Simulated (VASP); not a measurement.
Write the native input for VASP 6.6.1 that does the following.

```yaml
Task: single point
Functional: PBE
Potentials_or_basis: VASP PAW PBE potentials, release 64 (Cs_sv, Sn_d, Br)
Cutoff: 500 eV
k_mesh: 4 × 4 × 4
Occupations: gaussian, width 0.01 eV
Spin: no spin polarisation
Dipole_correction: no
Further_INCAR_settings: ALGO = Normal; EDIFF = 1e-06; NBANDS = 30
```

The structure of CsSnBr3 lies in POSCAR:

```
CsSnBr3
1.0
    5.8410918105      0.0000000000      0.0000000000
    0.0000000000      5.8410918105      0.0000000000
    0.0000000000      0.0000000000      5.8410918105
Cs Sn Br
1 1 3
Direct
    0.0000000000      0.0000000000      0.0000000000
    0.5000000000      0.5000000000      0.5000000000
    0.5000000000      0.0000000000      0.5000000000
    0.5000000000      0.5000000000      0.0000000000
    0.0000000000      0.5000000000      0.5000000000
```

These files were run (other wordings do the same):

INCAR

```
PREC = Accurate
ENCUT = 500
EDIFF = 1E-6
ISMEAR = 0
SIGMA = 0.01
LREAL = F
LASPH = T
NELM = 120
ALGO = Normal
ISIF = 2
LWAVE = F
LCHARG = F
GGA = PE
NBANDS = 30
GGA_COMPAT = F
```

KPOINTS

```
regular mesh
0
Gamma
  4 4 4
```

Potentials or basis: VASP PAW PBE potentials, release 64 (Cs_sv, Sn_d, Br).

Run with:

```bash
$ cat potpaw_PBE.64/Cs_sv/POTCAR potpaw_PBE.64/Sn_d/POTCAR potpaw_PBE.64/Br/POTCAR > POTCAR
$ mpirun -np 1 vasp_std > vasp.out
```

Results of the run:

| Item | Value |
| --- | --- |
| Pressure | 0.7 GPa |
| Band gap on the k mesh | 0.50 eV, direct |

Caveat: spin-orbit coupling is left out, which moves the levels of the heavy elements.

Run time: 60 s on 1 thread of Intel(R) Xeon(R) Platinum 8488C (Sapphire Rapids), on a shared host, peak memory 0.34 GiB.
